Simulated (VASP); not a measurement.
Input of a VASP 6.6.1 run:

File INCAR:

```
SYSTEM = Cl
PREC = Accurate ; ENCUT = 520
EDIFF = 1E-6 ; ISMEAR = 0
SIGMA = 0.01 ; LREAL = .FALSE.
LASPH = .TRUE. ; NELM = 60
ALGO = Normal ; ISIF = 2
LWAVE = .FALSE. ; LCHARG = .FALSE.
GGA = PE ; NBANDS = 22
```

KPOINTS

```
regular mesh
0
G
  6 6 2
  0 0 0
```

The input POSCAR:

```
Cl
1.0
    3.1252371057     -2.0072452166      0.0000000000
    3.1252371057      2.0072452166      0.0000000000
    0.0000000000      0.0000000000      8.1465598679
Cl
4
Direct
    0.8756350467      0.1243649533      0.6074783337
    0.1243649533      0.8756350467      0.3925216663
    0.6243649533      0.3756350467      0.1074783337
    0.3756350467      0.6243649533      0.8925216663
```

Potentials or basis: VASP PAW PBE potentials, release 64 (Cl).

Command:

```bash
$ cat potpaw_PBE.64/Cl/POTCAR > POTCAR
$ mpirun -np 1 vasp_std > vasp.out
```

Q: Predict the pressure.

A: 1.8 GPa.

Q: What does it give for the largest force?

A: 0.036 eV/Å.

Q: What does it give for the band gap on the k mesh?

A: 2.25 eV.

Forces on the atoms (eV/Å):
```
Cl   0.000 -0.007  0.035
Cl   0.000  0.007 -0.035
Cl   0.000  0.007  0.035
Cl   0.000 -0.007 -0.035
```

Caveat: this functional lacks dispersion, which holds the molecules together, so the pressure and a relaxed volume are unreliable. A k mesh can miss the band edges.
